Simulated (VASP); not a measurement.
A run of VASP 6.6.1 is set up as follows.

File INCAR:

```
PREC = Accurate
ENCUT = 600
EDIFF = 1E-6
ISMEAR = 0
SIGMA = 0.02
LREAL = False
LASPH = True
NELM = 120
ALGO = Normal
ISIF = 2
LWAVE = False
LCHARG = True
GGA = PS
LELF = True
LVHAR = True
NBANDS = 11
GGA_COMPAT = False
```

File KPOINTS:

```
regular mesh
0
Gamma
  9 9 9
```

Contents of POSCAR:

```
AlN
1.0
    0.0333404054      2.2157934991      2.2157934991
    2.2157934991      0.0333404054      2.2157934991
    2.2157934991      2.2157934991      0.0333404054
Al N
1 1
Direct
    0.0009651336      0.0009651336      0.0009651336
    0.2490348664      0.2490348664      0.2490348664
```

Potentials or basis: VASP PAW PBE potentials, release 64 (Al, N).

Run with:

```sh
$ cat potpaw_PBE.64/Al/POTCAR potpaw_PBE.64/N/POTCAR > POTCAR
$ mpirun -np 1 vasp_std > vasp.out
```

(1) Estimate the pressure.

(2) What does it give for the band gap on the k mesh?

## Answers

(1) -2.9 GPa.

(2) 3.28 eV, indirect (least direct gap 3.87 eV).

Caveat: the cell differs from its parent crystal (strained cell); the PAW data sets were made with another functional, which shifts forces and pressure a little.
